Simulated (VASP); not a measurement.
Write the native input for VASP 6.6.1 that does the following.

* Task: single point
* Functional: PBE
* Potentials or basis: VASP PAW PBE potentials, release 64 (Au)
* Cutoff: 520 eV
* k mesh: 17 × 17 × 17
* Occupations: fermi-dirac, width 0.1 eV
* Spin: no spin polarisation
* Dipole correction: no
* Further INCAR settings: ALGO = Normal; EDIFF = 1e-06; NBANDS = 18

The structure of Au lies in POSCAR:

```
Au
1.0
   -2.5164919707      2.5164919707      1.3079008003
    2.5164919707     -2.5164919707      1.3079008003
    2.5164919707      2.5164919707     -1.3079008003
Au
2
Direct
   -0.3750000000     -0.1250000000     -0.2500000000
    0.3750000000      0.1250000000      0.2500000000
```

The input as run:

INCAR

```
SYSTEM = Au
PREC     = Accurate       ! precision mode
ENCUT    = 520            ! plane-wave cutoff, eV
EDIFF    = 1E-6           ! SCF threshold, eV
ISMEAR   = -1             ! smearing method
SIGMA    = 0.1            ! smearing width, eV
LREAL    = .False.        ! projectors in reciprocal space
LASPH    = .True.         ! aspherical terms in the spheres
NELM     = 60             ! most SCF steps
ALGO     = Normal         ! electronic algorithm
ISIF     = 2              ! what is computed and relaxed
LWAVE    = .False.        ! write WAVECAR
LCHARG   = .False.        ! write CHGCAR
GGA      = PE             ! functional
NBANDS   = 18             ! bands
```

KPOINTS

```
Automatic mesh
0
Gamma
  17 17 17
  0 0 0
```

Potentials or basis: VASP PAW PBE potentials, release 64 (Au).

Run with:

```bash
$ cat potpaw_PBE.64/Au/POTCAR > POTCAR
$ mpirun -np 1 vasp_std > vasp.out
```

It gave:

```
Pressure               : 32.8 GPa
Band gap on the k mesh : zero (bands 11 and 12 overlap by 5.30 eV)
```

Caveat: the cell stands under pressure; spin-orbit coupling is left out, which moves the levels of the heavy elements.

Wall time 4.5 min on 1 thread of Intel Xeon 8259CL, with other jobs on the host, peak memory 0.32 GiB.
